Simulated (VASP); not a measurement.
# BN (Cmm2) in VASP: further runs, part 2 of 2

VASP 6.6.1. The steps go on from the part before.

## Step 4: Single point, PBE (atom 5 (N) moved +0.075 Å along Cartesian [0 0 1])

Contents of INCAR:

```
SYSTEM = BN
ALGO = Normal ; EDIFF = 1E-6
ENCUT = 520 ; GGA = PE
ISIF = 2 ; ISMEAR = 0
LASPH = .TRUE. ; LCHARG = .FALSE.
LREAL = .FALSE. ; LWAVE = .FALSE.
NBANDS = 26 ; NELM = 80
PREC = Accurate ; SIGMA = 0.05
```

Contents of KPOINTS:

```
k-points
0
G
  6 6 6
  0 0 0
```

Contents of POSCAR:

```
BN
1.0
    3.6260020000      0.0000000000      0.0000000000
    0.0000000000     -3.6260020000      0.0000000000
    0.0000000000      0.0000000000     -3.6260020000
B N
4 4
Direct
    0.0000000000      0.5000000000      0.5000000000
    0.5000000000      0.0000000000      0.5000000000
    0.5000000000      0.5000000000      0.0000000000
    0.0000000000      0.0000000000      0.0000000000
    0.7500000000      0.7500000000      0.7293160622
    0.2500000000      0.2500000000      0.7500000000
    0.2500000000      0.7500000000      0.2500000000
    0.7500000000      0.2500000000      0.2500000000
```

Started as:

```console
cat potpaw_PBE.64/B/POTCAR potpaw_PBE.64/N/POTCAR > POTCAR
mpirun -np 1 vasp_std > vasp.out
```

Run time: 38 s. Hardware: 1 thread of Intel Xeon Platinum 8259CL at 2.50GHz (Skylake/Cascade Lake), shared host; peak memory 0.18 GiB.

It converged, with:

| Property | Result |
| --- | --- |
| Free energy | -69.7058 eV |
| Pressure | 0.3 GPa |
| Largest force | 2.616 eV/Å |
| Band gap on the k mesh | 4.26 eV |

Forces on the atoms (eV/Å):
```
B    0.171  0.171  0.484
B   -0.171 -0.171  0.484
B    0.090 -0.090  0.399
B   -0.090  0.090  0.399
N    0.000  0.000 -2.616
N    0.000  0.000 -0.182
N    0.000  0.000  0.517
N    0.000  0.000  0.517
```

Stress tensor (GPa, compression positive):
```
0.50 0.40 0.00
0.40 0.50 0.00
0.00 0.00 0.01
```

Levels at points of the mesh, in eV from the valence-band top:
| k point | band 13 | band 14 | band 15 | band 16 | band 17 | band 18 | band 19 | band 20 |
| --- | --- | --- | --- | --- | --- | --- | --- | --- |
| (0.00, 0.00, 0.00) | -4.88 | -0.33 | -0.17 | 0.00 | 4.26 | 4.29 | 4.30 | 8.40 |
| (0.50, 0.00, 0.00) | -3.15 | -3.15 | -3.12 | -3.08 | 6.56 | 6.58 | 9.33 | 9.36 |
| (0.00, 0.00, 0.50) | -3.41 | -3.21 | -3.09 | -2.88 | 6.56 | 6.62 | 9.35 | 9.39 |
| (0.50, 0.50, 0.00) | -2.50 | -2.25 | -2.24 | -1.98 | 9.35 | 9.45 | 9.50 | 9.64 |
| (0.00, 0.50, 0.50) | -2.37 | -2.24 | -2.21 | -2.08 | 9.22 | 9.30 | 9.62 | 9.66 |
| (0.50, 0.50, 0.50) | -2.09 | -2.09 | -1.97 | -1.74 | 9.63 | 9.70 | 9.83 | 9.86 |

Caveat: the cell differs from its parent crystal (atom 5 (N) moved +0.075 Å along Cartesian [0 0 1]); forces of over 1 eV/Å act on the atoms, so gaps and moduli don't describe the material at rest.

## Step 5: Single point, PBE (atom 5 (N) moved +0.025 Å along Cartesian [0 0 1])

Contents of INCAR:

```
PREC = Accurate
ENCUT = 520
EDIFF = 1E-6
ISMEAR = 0
SIGMA = 0.05
LREAL = False
LASPH = True
NELM = 80
ALGO = Normal
ISIF = 2
LWAVE = False
LCHARG = True
GGA = PE
LELF = True
LVHAR = True
NBANDS = 26
```

Contents of KPOINTS:

```
Automatic mesh
0
Gamma
  6 6 6
```

Changes to POSCAR since step 4:

```diff
@@ -12,3 +12,3 @@
     0.0000000000      0.0000000000      0.0000000000
-    0.7500000000      0.7500000000      0.7293160622
+    0.7500000000      0.7500000000      0.7431053541
     0.2500000000      0.2500000000      0.7500000000
```

Potentials or basis: VASP PAW PBE potentials, release 64 (B, N).

Started as:

```console
cat potpaw_PBE.64/B/POTCAR potpaw_PBE.64/N/POTCAR > POTCAR
mpirun -np 1 vasp_std > vasp.out
```

OUTCAR:

```text
PREC = Accurate
   ENCUT = 520
   EDIFF = 1E-6
   ISMEAR = 0
   LREAL = False
   LASPH = True
   NELM = 80
   ISIF = 2
   GGA = PE

 ion  position               nearest neighbor table
   1  0.000  0.500  0.500-   5 1.56   6 1.57   7 1.57   8 1.57
   2  0.500  0.000  0.500-   5 1.56   6 1.57   7 1.57   8 1.57
   3  0.500  0.500  0.000-   6 1.57   7 1.57   8 1.57   5 1.58
   4  0.000  0.000  0.000-   6 1.57   7 1.57   8 1.57   5 1.58
   5  0.750  0.750  0.743-   1 1.56   2 1.56   3 1.58   4 1.58
   6  0.250  0.250  0.750-   1 1.57   2 1.57   3 1.57   4 1.57
   7  0.250  0.750  0.250-   1 1.57   2 1.57   3 1.57   4 1.57
   8  0.750  0.250  0.250-   1 1.57   2 1.57   3 1.57   4 1.57

  LATTYP: Found a simple cubic cell.
 ALAT       =     3.6260020000

  Lattice vectors:

 A1 = (   3.6260020000,   0.0000000000,   0.0000000000)
 A2 = (   0.0000000000,  -3.6260020000,   0.0000000000)
 A3 = (   0.0000000000,   0.0000000000,  -3.6260020000)

Analysis of symmetry for initial positions (statically):
=====================================================================
 Subroutine PRICEL returns:
 Original cell was already a primitive cell.

 Routine SETGRP: Setting up the symmetry group for a
 simple cubic supercell.

 Subroutine GETGRP returns: Found  4 space group operations
 (whereof  2 operations were pure point group operations)
 out of a pool of 48 trial point group operations.

The static configuration has the point symmetry C_1h.
 The point group associated with its full space group is C_2v.

Analysis of symmetry for dynamics (positions and initial velocities):
=====================================================================
 Subroutine PRICEL returns:
 Original cell was already a primitive cell.

 Routine SETGRP: Setting up the symmetry group for a
 simple cubic supercell.

 Subroutine GETGRP returns: Found  4 space group operations
 (whereof  2 operations were pure point group operations)
 out of a pool of 48 trial point group operations.

The dynamic configuration has the point symmetry C_1h.
 The point group associated with its full space group is C_2v.

 Subroutine INISYM returns: Found  4 space group operations
 (whereof  2 operations are pure point group operations),
 and found     1 'primitive' translations

----------------------------------------------------------------------------------------

                                     Primitive cell

  volume of cell :      47.6743

  direct lattice vectors                    reciprocal lattice vectors
     3.626002000  0.000000000  0.000000000     0.275785838  0.000000000  0.000000000
     0.000000000 -3.626002000  0.000000000     0.000000000 -0.275785838  0.000000000
     0.000000000  0.000000000 -3.626002000     0.000000000  0.000000000 -0.275785838

  length of vectors
     3.626002000  3.626002000  3.626002000     0.275785838  0.275785838  0.275785838

  position of ions in fractional coordinates (direct lattice)
     0.000000000  0.500000000  0.500000000
     0.500000000  0.000000000  0.500000000
     0.500000000  0.500000000  0.000000000
     0.000000000  0.000000000  0.000000000
     0.750000000  0.750000000  0.743105354
     0.250000000  0.250000000  0.750000000
[... 37 lines left out ...]

 Found     52 irreducible k-points:

 Following reciprocal coordinates:
            Coordinates               Weight
  0.000000  0.000000  0.000000      1.000000
  0.166667  0.000000  0.000000      4.000000
  0.000000  0.000000  0.166667      2.000000
  0.333333  0.000000  0.000000      4.000000
  0.000000  0.000000  0.333333      2.000000
  0.500000  0.000000  0.000000      2.000000
[... 16 lines left out ...]
  0.333333  0.000000  0.500000      4.000000
  0.500000  0.500000  0.000000      1.000000
 [... further k-points ...]
   k-points           NKPTS =     52   k-points in BZ     NKDIM =     52   number of bands    NBANDS=     26
   number of dos      NEDOS =    301   number of ions     NIONS =      8
   total plane-waves  NPLWV =  21952
   dimension x,y,z NGX =    28 NGY =   28 NGZ =   28
   dimension x,y,z NGXF=    56 NGYF=   56 NGZF=   56
   ions per type =               4   4
   NGX,Y,Z   is equivalent  to a cutoff of  12.84, 12.84, 12.84 a.u.
   NGXF,Y,Z  is equivalent  to a cutoff of  25.68, 25.68, 25.68 a.u.
 SYSTEM =  unknown system
   PREC   = accura    normal or accurate (medium, high low for compatibility)
   ISTART =      0    job   : 0-new  1-cont  2-samecut
   ICHARG =      2    charge: 1-file 2-atom 10-const
   ISPIN  =      1    spin polarized calculation?
   LNONCOLLINEAR =      F non collinear calculations
   LSORBIT =      F    spin-orbit coupling
   LASPH  =      T    aspherical Exc in radial PAW
   ENCUT  =  520.0 eV  38.22 Ry    6.18 a.u.   6.74  6.74  6.74*2*pi/ulx,y,z
   NELM   =     80;   NELMIN=  2; NELMDL= -5     # of ELM steps
   EDIFF  = 0.1E-05   stopping-criterion for ELM
   LREAL  =      F    real-space projection
   EDIFFG = 0.1E-04   stopping-criterion for IOM
   NSW    =      0    number of steps for IOM
   IBRION =     -1    ionic relax: 0-MD 1-quasi-New 2-CG
   NFREE  =      0    steps in history (QN), initial steepest desc. (CG)
   ISIF   =      2    stress and relaxation
   ISYM   =      2    0-nonsym 1-usesym 2-fastsym
   POTIM  = 0.5000    time-step for ionic-motion
   TEBEG  =    0.0;   TEEND  =   0.0 temperature during run
   PSTRESS=    0.0 pullay stress
   NELECT =      32.0000    total number of electrons
   NUPDOWN=      -1.0000    fix difference up-down
   EMIN   =  10.00;   EMAX   =-10.00  energy-range for DOS
   EFERMI =   0.00;   METHOD = LEGACY
   ISMEAR =     0;   SIGMA  =   0.05  broadening in eV -4-tet -1-fermi 0-gaus
   EFERMI_NEDOS =   21; number of points for ismear=-14 and -15
   IALGO  =     38    algorithm
   IMIX   =      4    mixing-type and parameters
     AMIX     =   0.40;   BMIX     =  1.00
     AMIX_MAG =   1.60;   BMIX_MAG =  1.00
  volume/ion in A,a.u.               =       5.96        40.22
  Fermi-wavevector in a.u.,A,eV,Ry     =   1.433387  2.708709 27.954506  2.054598
  Thomas-Fermi vector in A             =   2.552911
   LORBIT       =      0    0 simple, 1 ext, 2 COOP (PROOUT), +10 PAW based schemes
   GGA     = PE    functional components
   LHFCALC =     F    Hartree Fock is set to
   AEXX    =    0.0000 exact exchange contribution
   IVDW    =     0    specifies the selected vdW correction
   LEPSILON=     F    determine dielectric tensor
   LRPA    =     F    only Hartree local field effects (RPA)
 non-spin polarized calculation
 Gauss-broadening in eV      SIGMA  =   0.05
  energy-cutoff  :      520.00
  volume of cell :       47.67
 maximum number of plane-waves:      1328
   NGX = 13   NGY = 13   NGZ = 13

 number of electron      31.9999996 magnetization

 Free energy of the ion-electron system (eV)
  ---------------------------------------------------
  ext. energy  EPLUGINS =         0.00000000
  ---------------------------------------------------
  free energy    TOTEN  =       -69.79317478 eV

  energy without entropy =      -69.79317478  energy(sigma->0) =      -69.79317478

 E-fermi :   7.5731     XC(G=0): -12.7771

 val. band max:        7.3467613491   @ k =   0.0000   0.0000   0.0000
 cond. band min:      11.7384566755   @ k =   0.0000   0.0000   0.0000
 fundamental gap:      4.3916953263
 Fermi energy:         7.5731383300

 k-point     1 :       0.0000    0.0000    0.0000
  band No.  band energies     occupation
      1     -12.8369      2.00000
      2      -7.3105      2.00000
      3      -7.3084      2.00000
      4      -7.3074      2.00000
      5      -1.5880      2.00000
      6      -1.5634      2.00000
[... 685 lines left out ...]
     25      19.9342      0.00000
     26      20.0659      0.00000

 [... further k-points ...]
[... 5 lines left out ...]
  --------------------------------------------------------------------------------------
  -------------------------------------------------------------------------------------
  Total       -0.0276131     -0.0276131     -0.0434387      0.0367774      0.0000000      0.0000000
  in kB       -0.9279850     -0.9279850     -1.4598319      1.2359681      0.0000000      0.0000000
  external PRESSURE =      -1.1052673 kB  Pullay stress =       0.0000000 kB

 VOLUME and BASIS-vectors are now :
 -----------------------------------------------------------------------------
  energy-cutoff  :      520.00
  volume of cell :       47.67
      direct lattice vectors                 reciprocal lattice vectors
     3.626002000  0.000000000  0.000000000     0.275785838  0.000000000  0.000000000
     0.000000000 -3.626002000  0.000000000     0.000000000 -0.275785838  0.000000000
     0.000000000  0.000000000 -3.626002000     0.000000000  0.000000000 -0.275785838

 POSITION                                       TOTAL-FORCE (eV/Angst)
 -----------------------------------------------------------------------------------
      0.00000     -1.81300     -1.81300         0.047715      0.047715      0.152845
      1.81300      0.00000     -1.81300        -0.047715     -0.047715      0.152845
      1.81300     -1.81300      0.00000         0.038727     -0.038727      0.143294
      0.00000      0.00000      0.00000        -0.038727      0.038727      0.143294
      2.71950     -2.71950     -2.69450         0.000000      0.000000     -0.875589
      0.90650     -0.90650     -2.71950         0.000000      0.000000     -0.060828
      0.90650     -2.71950     -0.90650         0.000000      0.000000      0.172069
      2.71950     -0.90650     -0.90650         0.000000      0.000000      0.172069
 -----------------------------------------------------------------------------------
    total drift:                                0.000000     -0.000000     -0.000030

  FREE ENERGIE OF THE ION-ELECTRON SYSTEM (eV)
  ---------------------------------------------------
  free  energy   TOTEN  =       -69.7931747830 eV

  energy  without entropy=      -69.7931747830  energy(sigma->0) =      -69.79317478
```

Wall time 44 s (1 thread of Intel Xeon Platinum 8259CL at 2.50GHz (Skylake/Cascade Lake), shared host); peak memory 0.18 GiB.

What came out:

```
Free energy            : -69.7932 eV
Pressure               : -0.1 GPa
Largest force          : 0.876 eV/Å
Band gap on the k mesh : 4.39 eV
```

Forces on the atoms (eV/Å):
```
B    0.048  0.048  0.153
B   -0.048 -0.048  0.153
B    0.039 -0.039  0.143
B   -0.039  0.039  0.143
N    0.000  0.000 -0.876
N    0.000  0.000 -0.061
N    0.000  0.000  0.172
N    0.000  0.000  0.172
```

Levels at points of the mesh, in eV from the valence-band top:
```csv
k point,band 13,band 14,band 15,band 16,band 17,band 18,band 19,band 20
"(0.00, 0.00, 0.00)",-4.87,-0.11,-0.06,0.00,4.39,4.39,4.40,8.67
"(0.50, 0.00, 0.00)",-3.04,-3.04,-3.03,-3.03,6.70,6.70,9.49,9.50
"(0.00, 0.00, 0.50)",-3.13,-3.06,-3.02,-2.95,6.69,6.71,9.50,9.50
"(0.50, 0.50, 0.00)",-2.22,-2.13,-2.13,-2.04,9.57,9.61,9.62,9.66
"(0.00, 0.50, 0.50)",-2.18,-2.13,-2.13,-2.08,9.54,9.56,9.66,9.68
"(0.50, 0.50, 0.50)",-1.98,-1.98,-1.94,-1.86,9.95,9.96,9.97,9.97
```

Caveat: the cell differs from its parent crystal (atom 5 (N) moved +0.025 Å along Cartesian [0 0 1]).
